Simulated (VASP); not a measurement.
# I (C2/m) in VASP: relaxation of cell and atoms with PBE

Aim: the relaxation of cell and atoms of I with PBE.

Program: VASP 6.6.1. These are calculated values, not measurements. Logs are shortened: lines on timing, memory, paths and dates and some standing lists are left out, and cuts for length are marked.

## Step 1: The cell of the first run

The structure is monoclinic, space group C2/m (No. 12). The conventional cell has a = 8.361 Å, b = 4.369 Å, c = 6.511 Å, α = 90.00°, β = 123.45°, γ = 90.00°. I (site symmetry m) has 3 I at 2.82 to 3.43 Å within 3.7 Å.

## Step 2: Relaxation of cell and atoms, PBE

INCAR

```
ALGO = Normal ; EDIFF = 1E-7
EDIFFG = -0.01 ; ENCUT = 600
GGA = PE ; IBRION = 2
ISIF = 3 ; ISMEAR = 0
LASPH = True ; LCHARG = False
LREAL = False ; LWAVE = False
NELM = 100 ; NSW = 100
PREC = Accurate ; SIGMA = 0.01
```

KPOINTS

```
k-points
0
Gamma
  10 10 8
```

POSCAR

```
I
1.0
    4.1804433108     -2.1846680461      0.0000000000
    4.1804433108      2.1846680461      0.0000000000
   -3.5888472110      0.0000000000      5.4330453994
I
2
Direct
    0.6297787806      0.6297787806      0.2576039992
    0.3702212194      0.3702212194      0.7423960008
```

Potentials or basis: VASP PAW PBE potentials, release 64 (I).

Run with:

```bash
$ cat potpaw_PBE.64/I/POTCAR > POTCAR
$ mpirun -np 1 vasp_std > vasp.out
```

OUTCAR:

```text
EDIFF = 1E-7
   EDIFFG = -0.01
   ENCUT = 600
   GGA = PE
   IBRION = 2
   ISIF = 3
   ISMEAR = 0
   LASPH = True
   LREAL = False
   NELM = 100
   NSW = 100
   PREC = Accurate

 ion  position               nearest neighbor table
   1  0.630  0.630  0.258-   2 2.82   2 3.43   2 3.43
   2  0.370  0.370  0.742-   1 2.82   1 3.43   1 3.43

  LATTYP: Found a base centered monoclinic cell.
 ALAT       =     8.3608866216
 B/A-ratio  =     0.5225924343
 C/A-ratio  =     0.7787881965
 COS(beta)  =    -0.5511670855

  Lattice vectors:

 A1 = (   4.1804433108,  -2.1846680461,   0.0000000000)
 A2 = (   4.1804433108,   2.1846680461,   0.0000000000)
 A3 = (  -3.5888472110,   0.0000000000,   5.4330453994)

Analysis of symmetry for initial positions (statically):
=====================================================================
 Subroutine PRICEL returns:
 Original cell was already a primitive cell.

 Routine SETGRP: Setting up the symmetry group for a
 base centered monoclinic supercell.

 Subroutine GETGRP returns: Found  4 space group operations
 (whereof  4 operations were pure point group operations)
 out of a pool of  4 trial point group operations.

The static configuration has the point symmetry C_2h.

Analysis of symmetry for dynamics (positions and initial velocities):
=====================================================================
 Subroutine PRICEL returns:
 Original cell was already a primitive cell.

 Routine SETGRP: Setting up the symmetry group for a
 base centered monoclinic supercell.

 Subroutine GETGRP returns: Found  4 space group operations
 (whereof  4 operations were pure point group operations)
 out of a pool of  4 trial point group operations.

The dynamic configuration has the point symmetry C_2h.

 Subroutine INISYM returns: Found  4 space group operations
 (whereof  4 operations are pure point group operations),
 and found     1 'primitive' translations

----------------------------------------------------------------------------------------

                                     Primitive cell

  volume of cell :      99.2387

  direct lattice vectors                    reciprocal lattice vectors
     4.180443311 -2.184668046  0.000000000     0.119604540 -0.228867722  0.079005859
     4.180443311  2.184668046  0.000000000     0.119604540  0.228867722  0.079005859
    -3.588847211  0.000000000  5.433045399     0.000000000  0.000000000  0.184058834

  length of vectors
     4.716871924  4.716871924  6.511359813     0.270051118  0.270051118  0.184058834

  position of ions in fractional coordinates (direct lattice)
     0.629778781  0.629778781  0.257603999
     0.370221219  0.370221219  0.742396001

  ion indices of the primitive-cell ions
   primitive index   ion index
                 1           1
                 2           2

----------------------------------------------------------------------------------------

 KPOINTS: k-points

Automatic generation of k-mesh.
 Grid dimensions read from file:
 generate k-points for:   10   10    8

 Generating k-lattice:

  Cartesian coordinates                     Fractional coordinates (reciprocal lattice)
     0.011960454 -0.022886772  0.007900586     0.100000000 -0.000000000  0.000000000
     0.011960454  0.022886772  0.007900586    -0.000000000  0.100000000  0.000000000
     0.000000000  0.000000000  0.023007354     0.000000000  0.000000000  0.125000000

  Length of vectors
     0.027005112  0.027005112  0.023007354

  Shift w.r.t. Gamma in fractional coordinates (k-lattice)
     0.000000000  0.000000000  0.000000000

 Subroutine IBZKPT returns following result:
 ===========================================

 Found    227 irreducible k-points:

 Following reciprocal coordinates:
            Coordinates               Weight
  0.000000  0.000000  0.000000      1.000000
  0.100000 -0.000000  0.000000      4.000000
  0.200000 -0.000000  0.000000      4.000000
  0.300000 -0.000000 -0.000000      4.000000
  0.400000 -0.000000 -0.000000      4.000000
  0.500000 -0.000000 -0.000000      2.000000
[... 16 lines left out ...]
  0.300000  0.300000 -0.000000      2.000000
  0.400000  0.300000 -0.000000      4.000000
 [... further k-points ...]
   k-points           NKPTS =    227   k-points in BZ     NKDIM =    227   number of bands    NBANDS=     11
   number of dos      NEDOS =    301   number of ions     NIONS =      2
   total plane-waves  NPLWV =  86400
   dimension x,y,z NGX =    40 NGY =   40 NGZ =   54
   dimension x,y,z NGXF=    80 NGYF=   80 NGZF=  108
   ions per type =               2
   NGX,Y,Z   is equivalent  to a cutoff of  14.10, 14.10, 13.79 a.u.
   NGXF,Y,Z  is equivalent  to a cutoff of  28.20, 28.20, 27.57 a.u.
 SYSTEM =  unknown system
   PREC   = accura    normal or accurate (medium, high low for compatibility)
   ISTART =      0    job   : 0-new  1-cont  2-samecut
   ICHARG =      2    charge: 1-file 2-atom 10-const
   ISPIN  =      1    spin polarized calculation?
   LNONCOLLINEAR =      F non collinear calculations
   LSORBIT =      F    spin-orbit coupling
   LASPH  =      T    aspherical Exc in radial PAW
   ENCUT  =  600.0 eV  44.10 Ry    6.64 a.u.   9.42  9.42 13.00*2*pi/ulx,y,z
   NELM   =    100;   NELMIN=  2; NELMDL= -5     # of ELM steps
   EDIFF  = 0.1E-06   stopping-criterion for ELM
   LREAL  =      F    real-space projection
   EDIFFG = -.1E-01   stopping-criterion for IOM
   NSW    =    100    number of steps for IOM
   IBRION =      2    ionic relax: 0-MD 1-quasi-New 2-CG
   NFREE  =      1    steps in history (QN), initial steepest desc. (CG)
   ISIF   =      3    stress and relaxation
   ISYM   =      2    0-nonsym 1-usesym 2-fastsym
   POTIM  = 0.5000    time-step for ionic-motion
   TEBEG  =    0.0;   TEEND  =   0.0 temperature during run
   PSTRESS=    0.0 pullay stress
   NELECT =      14.0000    total number of electrons
   NUPDOWN=      -1.0000    fix difference up-down
   EMIN   =  10.00;   EMAX   =-10.00  energy-range for DOS
   EFERMI =   0.00;   METHOD = LEGACY
   ISMEAR =     0;   SIGMA  =   0.01  broadening in eV -4-tet -1-fermi 0-gaus
   EFERMI_NEDOS =   21; number of points for ismear=-14 and -15
   IALGO  =     38    algorithm
   IMIX   =      4    mixing-type and parameters
     AMIX     =   0.40;   BMIX     =  1.00
     AMIX_MAG =   1.60;   BMIX_MAG =  1.00
  volume/ion in A,a.u.               =      49.62       334.85
  Fermi-wavevector in a.u.,A,eV,Ry     =   0.852231  1.610482  9.881871  0.726297
  Thomas-Fermi vector in A             =   1.968487
   LORBIT       =      0    0 simple, 1 ext, 2 COOP (PROOUT), +10 PAW based schemes
   GGA     = PE    functional components
   LHFCALC =     F    Hartree Fock is set to
   AEXX    =    0.0000 exact exchange contribution
   IVDW    =     0    specifies the selected vdW correction
   LEPSILON=     F    determine dielectric tensor
   LRPA    =     F    only Hartree local field effects (RPA)
 conjugate gradient relaxation of ions
 non-spin polarized calculation
 Gauss-broadening in eV      SIGMA  =   0.01
  energy-cutoff  :      600.00
  volume of cell :       99.24
 maximum number of plane-waves:      3340
 NGX is ok and might be reduce to    40
   NGX = 19   NGY = 19   NGZ = 25

--------------------------------------- Ionic step        1  -------------------------------------------

 number of electron      13.9999999 magnetization

 Free energy of the ion-electron system (eV)
  ---------------------------------------------------
  ext. energy  EPLUGINS =         0.00000000
  ---------------------------------------------------
  free energy    TOTEN  =        -2.90899811 eV

  energy without entropy =       -2.90897018  energy(sigma->0) =       -2.90898414

------------------------ aborting loop because EDIFF is reached ----------------------------------------

  FORCE on cell =-STRESS in cart. coord.  units (eV):
  Direction    XX          YY          ZZ          XY          YZ          ZX
  --------------------------------------------------------------------------------------
  -------------------------------------------------------------------------------------
  Total        0.2020723      0.0186117     -0.1982241      0.0000000      0.0000000     -0.0264518
  in kB        3.2623931      0.3004802     -3.2002640      0.0000000      0.0000000     -0.4270566
  external PRESSURE =       0.1208698 kB  Pullay stress =       0.0000000 kB
[... 89 lines left out ...]
  FREE ENERGIE OF THE ION-ELECTRON SYSTEM (eV)
  ---------------------------------------------------
  free  energy   TOTEN  =        -2.9099923347 eV

  energy  without entropy=       -2.9099680931  energy(sigma->0) =       -2.90998021

[... ionic steps 4 to 9 ...]

--------------------------------------- Ionic step       10  -------------------------------------------

 number of electron      13.9999999 magnetization

------------------------ aborting loop because EDIFF is reached ----------------------------------------
[... 67 lines left out ...]
--------------------------------------- Ionic step       12  -------------------------------------------

 number of electron      14.0000000 magnetization

 Free energy of the ion-electron system (eV)
  ---------------------------------------------------
  ext. energy  EPLUGINS =         0.00000000
  ---------------------------------------------------
  free energy    TOTEN  =        -2.91888306 eV

  energy without entropy =       -2.91887061  energy(sigma->0) =       -2.91887683

 E-fermi :   0.8468     XC(G=0):  -6.7345

 val. band max:        0.8376377777   @ k =   0.0000   0.0000   0.3750
 cond. band min:       0.8562954668   @ k =   0.0000   0.0000   0.3750
 fundamental gap:      0.0186576891
 Fermi energy:         0.8468332744

 k-point     1 :       0.0000    0.0000    0.0000
  band No.  band energies     occupation
      1     -12.6788      2.00000
      2     -10.2064      2.00000
      3      -4.2133      2.00000
      4      -1.5368      2.00000
      5      -0.6287      2.00000
      6      -0.4533      2.00000
      7       0.4049      2.00000
      8       2.6277      0.00000
      9       4.9002      0.00000
     10       7.4989      0.00000
     11       7.6442      0.00000
[... 309 lines left out ...]
 k-point    24 :       0.4000    0.3000   -0.0000
  band No.  band energies     occupation
      1     -12.2559      2.00000
      2     -10.9622      2.00000
      3      -2.7095      2.00000
      4      -1.6316      2.00000
      5      -1.5641      2.00000
      6      -0.6620      2.00000
      7       0.5549      2.00000
      8       1.1863      0.00000
      9       6.2672      0.00000
     10       7.4148      0.00000
     11       7.8470      0.00000

 [... further k-points ...]

------------------------ aborting loop because EDIFF is reached ----------------------------------------

  FORCE on cell =-STRESS in cart. coord.  units (eV):
  Direction    XX          YY          ZZ          XY          YZ          ZX
  --------------------------------------------------------------------------------------
  -------------------------------------------------------------------------------------
  Total       -0.0006848     -0.0171790     -0.0175911      0.0000000      0.0000000      0.0032823
  in kB       -0.0098050     -0.2459713     -0.2518724      0.0000000      0.0000000      0.0469962
  external PRESSURE =      -0.1692162 kB  Pullay stress =       0.0000000 kB
[... 17 lines left out ...]
  FREE ENERGIE OF THE ION-ELECTRON SYSTEM (eV)
  ---------------------------------------------------
  free  energy   TOTEN  =        -2.9188830585 eV

  energy  without entropy=       -2.9188706100  energy(sigma->0) =       -2.91887683

 reached required accuracy - stopping structural energy minimisation
```

Run time: 32 min. Hardware: 1 thread of AMD EPYC 9R45 (Zen 5), shared host; peak memory 0.47 GiB.

What came out:

```
Free energy                           : -2.9189 eV
Relaxed volume                        : 55.95 Å³/atom
Relaxed cell                          : a = 5.203 Å, b = 5.203 Å, c = 6.776 Å, α = 123.03°, β = 123.03°, γ = 49.73°
Space group after relaxing (to 0.1 Å) : C2/m (No. 12)
Energy gained by relaxing             : 4.9 meV/atom
Ionic steps                           : 12
Pressure after relaxing               : 0.0 GPa
Largest force after relaxing          : 0.007 eV/Å
Band gap on the k mesh                : 0.02 eV
```

Forces in eV/Å, atoms in the order of the input:
```
I   -0.005  0.000  0.004
I    0.005  0.000 -0.004
```

The path:
| step | energy change (eV) | largest force (eV/Å) | pressure (GPa) | volume (Å³) |
| --- | --- | --- | --- | --- |
| 1 | 0.0000 | 0.0342 | 0.01 | 99.24 |
| 2 | -0.0010 | 0.0401 | 0.24 | 99.29 |
| 3 | -0.0010 | 0.0359 | 0.23 | 99.29 |
| 4 | -0.0020 | 0.0320 | 0.20 | 99.92 |
| 5 | -0.0046 | 0.0196 | 0.13 | 101.84 |
| 6 | -0.0076 | 0.0058 | 0.01 | 105.71 |
| 7 | -0.0080 | 0.0518 | -0.16 | 113.55 |
| 8 | -0.0085 | 0.0368 | -0.11 | 110.66 |
| 9 | -0.0068 | 0.1113 | 0.29 | 111.73 |
| 10 | -0.0088 | 0.0057 | 0.00 | 110.96 |
| 11 | -0.0094 | 0.0054 | -0.01 | 111.29 |
| 12 | -0.0099 | 0.0065 | -0.02 | 111.90 |

Final structure:
```xyz
2
Lattice="4.7210 -2.1877 -0.0070 4.7210 2.1877 -0.0070 -4.0631 0.0000 5.4231" Properties=species:S:1:pos:R:3 pbc="T T T"
I     4.9031    0.0000    1.3855
I     0.4759    0.0000    4.0236
```

Caveat: semilocal functionals underestimate gaps, and a narrow one can read as zero; spin-orbit coupling is left out, which moves the levels of the heavy elements.
